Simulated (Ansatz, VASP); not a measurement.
## PtS2: VASP beside Ansatz

INCAR

```
PREC = Accurate ; ENCUT = 520
EDIFF = 1E-7 ; ISMEAR = 0
SIGMA = 0.05 ; LREAL = False
LASPH = True ; NELM = 60
ALGO = Normal ; ISIF = 2
LWAVE = False ; LCHARG = False
GGA = PS ; NBANDS = 18
```

File KPOINTS:

```
Automatic mesh
0
Gamma
  12 12 8
```

The input POSCAR:

```
PtS2
1.0
    3.5431994758      0.0000000000      0.0000000000
   -1.7715997379      3.0685007567      0.0000000000
    0.0000000000      0.0000000000      5.0388000000
Pt S
1 2
Direct
    0.0000000000      0.0000000000      0.0000000000
    0.2768871746      0.6666666667      0.2500000000
    0.6666666667      0.3333333333      0.7500000000
```

Input for Ansatz:

```yaml
crystal:
  lattice:
    - [3.5431994758, 0.0, 0.0]
    - [-1.7715997379, 3.0685007567, 0.0]
    - [0.0, 0.0, 5.0388]
  atoms:
    - { symbol: Pt, position: [0.0, 0.0, 0.0] }
    - { symbol: S, position: [0.2768871746, 0.6666666667, 0.25] }
    - { symbol: S, position: [0.6666666667, 0.3333333333, 0.75] }
basis:
  ecutwfc: 420
kpoints:
  mp_grid: { grid: [12, 12, 8] }
hamiltonian:
  xc: pbesol
scf:
  occupations: { method: gaussian, width: 0.05 }
output:
  forces: true
  stress: true
  eigenvalues: true
```

Alike in both runs: task single point; functional PBEsol; k mesh 12 × 12 × 8; occupations gaussian, width 0.05 eV; no spin polarisation.

|  | VASP | Ansatz |
| --- | --- | --- |
| version | VASP 6.6.1 | Ansatz 0.2.0 |
| potentials or method | VASP PAW PBE potentials, release 64 (Pt, S), cutoff 520 eV | scalar-relativistic, plane waves, PAW |
| valence electrons in the cell | 22 | 30 |

```csv
,VASP,Ansatz,Ansatz less VASP
gap on the k mesh at the Fermi level (eV),0.34,0.34,-0.004
least direct gap on the mesh (eV),0.49,0.49,-0.007
pressure (GPa),-1.5,-1.2,+0.26
"traceless stress, the component that is largest in VASP (GPa)",6.06,6.08,+0.016
rms of the force components (eV/Å),0.825,0.821,-0.0035
```

VASP's potentials were made for PBE, not for PBEsol. Atom by atom the forces differ by 0.012 eV/Å (rms over components). VASP's potentials hold 22 valence electrons a cell and Ansatz's 30, so a difference there can come from the potentials and not from the codes.

Neither program's run includes spin-orbit coupling.
